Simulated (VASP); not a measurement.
# NaF (Fm-3m) in VASP: notebook

The runs below take NaF through single point, with PBE, LDA.

Everything below comes from runs of VASP 6.6.1. Logs are shortened: lines on timing, memory, paths and dates and some standing lists are left out, and cuts for length are marked.

## 1. The cell of the first run

It takes space group Fm-3m (No. 225, cubic). The conventional cell has a = 4.594 Å, b = 4.594 Å, c = 4.594 Å, α = 90.00°, β = 90.00°, γ = 90.00°. Within 3.0 Å of Na (site symmetry m-3m) lie 6 F at 2.30 Å. Within 3.0 Å of F (site symmetry m-3m) lie 6 Na at 2.30 Å.

## 2. Single point, PBE

The input, INCAR:

```
SYSTEM = NaF
PREC = Accurate
ENCUT = 600
EDIFF = 1E-6
ISMEAR = 0
SIGMA = 0.01
LREAL = .FALSE.
LASPH = .TRUE.
NELM = 120
ALGO = Normal
ISIF = 2
LWAVE = .FALSE.
LCHARG = .TRUE.
GGA = PE
LELF = .TRUE.
LVHAR = .TRUE.
NBANDS = 14
GGA_COMPAT = .FALSE.
```

The input, KPOINTS:

```
Automatic mesh
0
G
  4 4 4
  0 0 0
```

The input, POSCAR:

```
NaF
1.0
    0.0000000000      2.2971680799      2.2971680799
    2.2971680799      0.0000000000      2.2971680799
    2.2971680799      2.2971680799      0.0000000000
Na F
1 1
Direct
    0.0000000000      0.0000000000      0.0000000000
    0.5000000000      0.5000000000      0.5000000000
```

Potentials or basis: VASP PAW PBE potentials, release 64 (Na_pv, F).

The run is started by

```
$ cat potpaw_PBE.64/Na_pv/POTCAR potpaw_PBE.64/F/POTCAR > POTCAR
$ mpirun -np 1 vasp_std > vasp.out
```

OUTCAR:

```text
SYSTEM = NaF
   PREC = Accurate
   ENCUT = 600
   EDIFF = 1E-6
   ISMEAR = 0
   LREAL = .FALSE.
   LASPH = .TRUE.
   NELM = 120
   ISIF = 2
   GGA = PE

 ion  position               nearest neighbor table
   1  0.000  0.000  0.000-   2 2.30   2 2.30   2 2.30   2 2.30   2 2.30   2 2.30
   2  0.500  0.500  0.500-   1 2.30   1 2.30   1 2.30   1 2.30   1 2.30   1 2.30

  LATTYP: Found a face centered cubic cell.
 ALAT       =     4.5943361598

  Lattice vectors:

 A1 = (   0.0000000000,   2.2971680799,   2.2971680799)
 A2 = (   2.2971680799,   0.0000000000,   2.2971680799)
 A3 = (   2.2971680799,   2.2971680799,   0.0000000000)

Analysis of symmetry for initial positions (statically):
=====================================================================
 Subroutine PRICEL returns:
 Original cell was already a primitive cell.

 Routine SETGRP: Setting up the symmetry group for a
 face centered cubic supercell.

 Subroutine GETGRP returns: Found 48 space group operations
 (whereof 48 operations were pure point group operations)
 out of a pool of 48 trial point group operations.

The static configuration has the point symmetry O_h .

Analysis of symmetry for dynamics (positions and initial velocities):
=====================================================================
 Subroutine PRICEL returns:
 Original cell was already a primitive cell.

 Routine SETGRP: Setting up the symmetry group for a
 face centered cubic supercell.

 Subroutine GETGRP returns: Found 48 space group operations
 (whereof 48 operations were pure point group operations)
 out of a pool of 48 trial point group operations.

The dynamic configuration has the point symmetry O_h .

 Subroutine INISYM returns: Found 48 space group operations
 (whereof 48 operations are pure point group operations),
 and found     1 'primitive' translations

----------------------------------------------------------------------------------------

                                     Primitive cell

  volume of cell :      24.2442

  direct lattice vectors                    reciprocal lattice vectors
     0.000000000  2.297168080  2.297168080    -0.217659302  0.217659302  0.217659302
     2.297168080  0.000000000  2.297168080     0.217659302 -0.217659302  0.217659302
     2.297168080  2.297168080  0.000000000     0.217659302  0.217659302 -0.217659302

  length of vectors
     3.248686254  3.248686254  3.248686254     0.376996969  0.376996969  0.376996969

  position of ions in fractional coordinates (direct lattice)
     0.000000000  0.000000000  0.000000000
     0.500000000  0.500000000  0.500000000

  ion indices of the primitive-cell ions
   primitive index   ion index
                 1           1
                 2           2

----------------------------------------------------------------------------------------

 KPOINTS: Automatic mesh

Automatic generation of k-mesh.
 Grid dimensions read from file:
 generate k-points for:    4    4    4

 Generating k-lattice:

  Cartesian coordinates                     Fractional coordinates (reciprocal lattice)
    -0.054414825  0.054414825  0.054414825     0.250000000  0.000000000  0.000000000
     0.054414825 -0.054414825  0.054414825     0.000000000  0.250000000  0.000000000
     0.054414825  0.054414825 -0.054414825     0.000000000  0.000000000  0.250000000

  Length of vectors
     0.094249242  0.094249242  0.094249242

  Shift w.r.t. Gamma in fractional coordinates (k-lattice)
     0.000000000  0.000000000  0.000000000

 Subroutine IBZKPT returns following result:
 ===========================================

 Found      8 irreducible k-points:

 Following reciprocal coordinates:
            Coordinates               Weight
  0.000000  0.000000  0.000000      1.000000
  0.250000  0.000000  0.000000      8.000000
  0.500000  0.000000  0.000000      4.000000
  0.250000  0.250000  0.000000      6.000000
  0.500000  0.250000  0.000000     24.000000
 -0.250000  0.250000  0.000000     12.000000
  0.500000  0.500000  0.000000      3.000000
 -0.250000  0.500000  0.250000      6.000000
   k-points           NKPTS =      8   k-points in BZ     NKDIM =      8   number of bands    NBANDS=     14
   number of dos      NEDOS =    301   number of ions     NIONS =      2
   total plane-waves  NPLWV =  21952
   dimension x,y,z NGX =    28 NGY =   28 NGZ =   28
   dimension x,y,z NGXF=    56 NGYF=   56 NGZF=   56
   ions per type =               1   1
   NGX,Y,Z   is equivalent  to a cutoff of  14.33, 14.33, 14.33 a.u.
   NGXF,Y,Z  is equivalent  to a cutoff of  28.66, 28.66, 28.66 a.u.
 SYSTEM =  NaF
   PREC   = accura    normal or accurate (medium, high low for compatibility)
   ISTART =      0    job   : 0-new  1-cont  2-samecut
   ICHARG =      2    charge: 1-file 2-atom 10-const
   ISPIN  =      1    spin polarized calculation?
   LNONCOLLINEAR =      F non collinear calculations
   LSORBIT =      F    spin-orbit coupling
   LASPH  =      T    aspherical Exc in radial PAW
   ENCUT  =  600.0 eV  44.10 Ry    6.64 a.u.   6.49  6.49  6.49*2*pi/ulx,y,z
   NELM   =    120;   NELMIN=  2; NELMDL= -5     # of ELM steps
   EDIFF  = 0.1E-05   stopping-criterion for ELM
   LREAL  =      F    real-space projection
   EDIFFG = 0.1E-04   stopping-criterion for IOM
   NSW    =      0    number of steps for IOM
   IBRION =     -1    ionic relax: 0-MD 1-quasi-New 2-CG
   NFREE  =      0    steps in history (QN), initial steepest desc. (CG)
   ISIF   =      2    stress and relaxation
   ISYM   =      2    0-nonsym 1-usesym 2-fastsym
   POTIM  = 0.5000    time-step for ionic-motion
   TEBEG  =    0.0;   TEEND  =   0.0 temperature during run
   PSTRESS=    0.0 pullay stress
   NELECT =      14.0000    total number of electrons
   NUPDOWN=      -1.0000    fix difference up-down
   EMIN   =  10.00;   EMAX   =-10.00  energy-range for DOS
   EFERMI =   0.00;   METHOD = LEGACY
   ISMEAR =     0;   SIGMA  =   0.01  broadening in eV -4-tet -1-fermi 0-gaus
   EFERMI_NEDOS =   21; number of points for ismear=-14 and -15
   IALGO  =     38    algorithm
   IMIX   =      4    mixing-type and parameters
     AMIX     =   0.40;   BMIX     =  1.00
     AMIX_MAG =   1.60;   BMIX_MAG =  1.00
  volume/ion in A,a.u.               =      12.12        81.80
  Fermi-wavevector in a.u.,A,eV,Ry     =   1.363269  2.576204 25.286442  1.858501
  Thomas-Fermi vector in A             =   2.489686
   LORBIT       =      0    0 simple, 1 ext, 2 COOP (PROOUT), +10 PAW based schemes
   GGA     = PE    functional components
   LHFCALC =     F    Hartree Fock is set to
   AEXX    =    0.0000 exact exchange contribution
   IVDW    =     0    specifies the selected vdW correction
   LEPSILON=     F    determine dielectric tensor
   LRPA    =     F    only Hartree local field effects (RPA)
 non-spin polarized calculation
 Gauss-broadening in eV      SIGMA  =   0.01
  energy-cutoff  :      600.00
  volume of cell :       24.24
 maximum number of plane-waves:       869
 NGX is ok and might be reduce to    28
   NGX = 13   NGY = 13   NGZ = 13

 number of electron      14.0000002 magnetization

 Free energy of the ion-electron system (eV)
  ---------------------------------------------------
  ext. energy  EPLUGINS =         0.00000000
  ---------------------------------------------------
  free energy    TOTEN  =        -8.55091056 eV

  energy without entropy =       -8.55091056  energy(sigma->0) =       -8.55091056

 E-fermi :  -1.8047     XC(G=0):  -9.2783

 val. band max:       -1.9718369575   @ k =   0.0000   0.0000   0.0000
 cond. band min:       4.4708901187   @ k =   0.0000   0.0000   0.0000
 fundamental gap:      6.4427270762
 Fermi energy:        -1.8046664369

 k-point     1 :       0.0000    0.0000    0.0000
  band No.  band energies     occupation
      1     -21.1894      2.00000
      2     -20.8412      2.00000
      3     -20.8412      2.00000
      4     -20.8412      2.00000
      5      -1.9718      2.00000
      6      -1.9718      2.00000
      7      -1.9718      2.00000
      8       4.4709      0.00000
      9      17.1913      0.00000
     10      17.1913      0.00000
     11      17.1913      0.00000
     12      20.1099      0.00000
     13      22.3144      0.00000
     14      22.3144      0.00000

 k-point     2 :       0.2500    0.0000    0.0000
  band No.  band energies     occupation
      1     -21.5961      2.00000
      2     -20.8476      2.00000
      3     -20.8476      2.00000
      4     -20.3599      2.00000
      5      -2.8981      2.00000
      6      -2.1068      2.00000
      7      -2.1068      2.00000
      8       6.3652      0.00000
      9      13.3538      0.00000
     10      17.9984      0.00000
     11      17.9984      0.00000
     12      21.1031      0.00000
     13      21.1031      0.00000
     14      22.7848      0.00000

 k-point     3 :       0.5000    0.0000    0.0000
  band No.  band energies     occupation
      1     -21.8004      2.00000
      2     -20.8541      2.00000
      3     -20.8541      2.00000
      4     -20.0790      2.00000
      5      -3.6151      2.00000
      6      -2.2385      2.00000
      7      -2.2385      2.00000
      8       8.9727      0.00000
      9      10.7192      0.00000
     10      18.4227      0.00000
     11      18.4227      0.00000
     12      21.2558      0.00000
     13      21.2558      0.00000
     14      22.1366      0.00000
[... 52 lines left out ...]
 k-point     7 :       0.5000    0.5000    0.0000
  band No.  band energies     occupation
      1     -20.9943      2.00000
      2     -20.9208      2.00000
      3     -20.8990      2.00000
      4     -20.8990      2.00000
      5      -3.2829      2.00000
      6      -2.3879      2.00000
      7      -2.3879      2.00000
      8      11.3982      0.00000
      9      11.4243      0.00000
     10      11.8929      0.00000
     11      18.1349      0.00000
     12      18.1349      0.00000
     13      22.3231      0.00000
     14      27.0591      0.00000

 k-point     8 :      -0.2500    0.5000    0.2500
  band No.  band energies     occupation
      1     -21.3804      2.00000
      2     -20.9463      2.00000
      3     -20.9463      2.00000
      4     -20.3997      2.00000
      5      -2.8703      2.00000
      6      -2.8703      2.00000
      7      -2.5656      2.00000
      8      11.4226      0.00000
      9      11.4226      0.00000
     10      13.5198      0.00000
     11      15.2024      0.00000
     12      21.8254      0.00000
     13      21.8254      0.00000
     14      25.2266      0.00000

------------------------ aborting loop because EDIFF is reached ----------------------------------------

  FORCE on cell =-STRESS in cart. coord.  units (eV):
  Direction    XX          YY          ZZ          XY          YZ          ZX
  --------------------------------------------------------------------------------------
  -------------------------------------------------------------------------------------
  Total        0.5166649      0.5166649      0.5166649     -0.0000000     -0.0000000      0.0000000
  in kB       34.1437514     34.1437514     34.1437514     -0.0000000     -0.0000000      0.0000000
  external PRESSURE =      34.1437514 kB  Pullay stress =       0.0000000 kB

 VOLUME and BASIS-vectors are now :
 -----------------------------------------------------------------------------
  energy-cutoff  :      600.00
  volume of cell :       24.24
      direct lattice vectors                 reciprocal lattice vectors
     0.000000000  2.297168080  2.297168080    -0.217659302  0.217659302  0.217659302
     2.297168080  0.000000000  2.297168080     0.217659302 -0.217659302  0.217659302
     2.297168080  2.297168080  0.000000000     0.217659302  0.217659302 -0.217659302

 POSITION                                       TOTAL-FORCE (eV/Angst)
 -----------------------------------------------------------------------------------
      0.00000      0.00000      0.00000        -0.000000      0.000000      0.000000
      2.29717      2.29717      2.29717         0.000000     -0.000000     -0.000000
 -----------------------------------------------------------------------------------
    total drift:                                0.000000      0.000000      0.000000

  FREE ENERGIE OF THE ION-ELECTRON SYSTEM (eV)
  ---------------------------------------------------
  free  energy   TOTEN  =        -8.5509105585 eV

  energy  without entropy=       -8.5509105585  energy(sigma->0) =       -8.55091056
```

Run time: 12 s. Hardware: 1 thread of Intel Xeon 8259CL, shared host; peak memory 0.15 GiB.

What came out:

- Free energy: -8.5509 eV
- Pressure: 3.4 GPa
- Band gap on the k mesh: 6.44 eV, direct

Levels at points of the mesh, in eV from the valence-band top:
| k point | band 3 | band 4 | band 5 | band 6 | band 7 | band 8 | band 9 | band 10 | band 11 | band 12 |
| --- | --- | --- | --- | --- | --- | --- | --- | --- | --- | --- |
| (0.00, 0.00, 0.00) | -18.87 | -18.87 | 0.00 | 0.00 | 0.00 | 6.44 | 19.16 | 19.16 | 19.16 | 22.08 |
| (0.50, 0.00, 0.00) | -18.88 | -18.11 | -1.64 | -0.27 | -0.27 | 10.94 | 12.69 | 20.39 | 20.39 | 23.23 |
| (0.50, 0.50, 0.00) | -18.93 | -18.93 | -1.31 | -0.42 | -0.42 | 13.37 | 13.40 | 13.86 | 20.11 | 20.11 |

Caveat: the k points lie up to 0.59 Å⁻¹ apart.

## 3. Single point, LDA

The input, INCAR:

```
PREC = Accurate
ENCUT = 600
EDIFF = 1E-6
ISMEAR = 0
SIGMA = 0.01
LREAL = F
LASPH = T
NELM = 120
ALGO = Normal
ISIF = 2
LWAVE = F
LCHARG = F
NBANDS = 14
GGA_COMPAT = F
```

The input, KPOINTS:

```
regular mesh
0
Gamma
  4 4 4
```

POSCAR is that of step 2.

Potentials or basis: VASP PAW LDA potentials, release 64 (Na_pv, F).

The run is started by

```
$ cat potpaw_LDA.64/Na_pv/POTCAR potpaw_LDA.64/F/POTCAR > POTCAR
$ mpirun -np 1 vasp_std > vasp.out
```

Run time: 5.8 s. Hardware: 1 thread of Intel Xeon 8259CL, shared host; peak memory 0.13 GiB.

The run converged. Its results:

| Quantity | Value |
| --- | --- |
| Free energy | -9.3207 eV |
| Pressure | -3.4 GPa |
| Band gap on the k mesh | 6.09 eV, direct |

Levels at points of the mesh, in eV from the valence-band top:
| k point | band 5 | band 6 | band 7 | band 8 | band 9 | band 10 |
| --- | --- | --- | --- | --- | --- | --- |
| (0.00, 0.00, 0.00) | 0.00 | 0.00 | 0.00 | 6.09 | 18.71 | 18.71 |
| (0.50, 0.00, 0.00) | -1.72 | -0.28 | -0.28 | 10.54 | 12.31 | 19.94 |
| (0.50, 0.50, 0.00) | -1.37 | -0.43 | -0.43 | 12.92 | 12.96 | 13.50 |

Caveat: the k points lie up to 0.59 Å⁻¹ apart.
